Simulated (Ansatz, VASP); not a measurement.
One calculation of NaF2, two programs

```xyz
3
Lattice="3.8355 0.0000 0.0000 -1.9178 3.3217 0.0000 0.0000 0.0000 3.0950" Properties=species:S:1:pos:R:3 pbc="T T T"
Na    0.0000    0.0000    0.0000
F     0.0000    2.2144    1.5475
F     1.9178    1.1072    1.5475
```

Alike in both runs: functional PBE; k mesh 12 × 12 × 16; occupations gaussian, width 0.1 eV; collinear spin.

Ansatz relaxed the structure, and its values are those at the end. VASP's run is a single point on that final structure, the one shown.

|  | VASP | Ansatz |
| --- | --- | --- |
| version | VASP 6.6.1 | Ansatz 0.2.0 |
| potentials or method | VASP PAW PBE potentials, release 64 (Na_pv, F), cutoff 520 eV | scalar-relativistic, plane waves, PAW |
| valence electrons in the cell | 21 | 23 |

|  | VASP | Ansatz | Ansatz less VASP |
| --- | --- | --- | --- |
| gap on the k mesh at the Fermi level (eV) | none | none | - |
| pressure (GPa) | -0.4 | 0.0 | +0.36 |
| net moment per atom (μB) | 0.33 | 0.33 | 0.000 |
| size of the moment on the site where the two differ most (μB) | 0.47 | 0.50 | +0.032 |

Site moments also hang on the region over which each program counts them. A gap of «none» marks a metal or a gap that the smearing closes. VASP's potentials hold 21 valence electrons a cell and Ansatz's 23, so a difference there can come from the potentials and not from the codes.
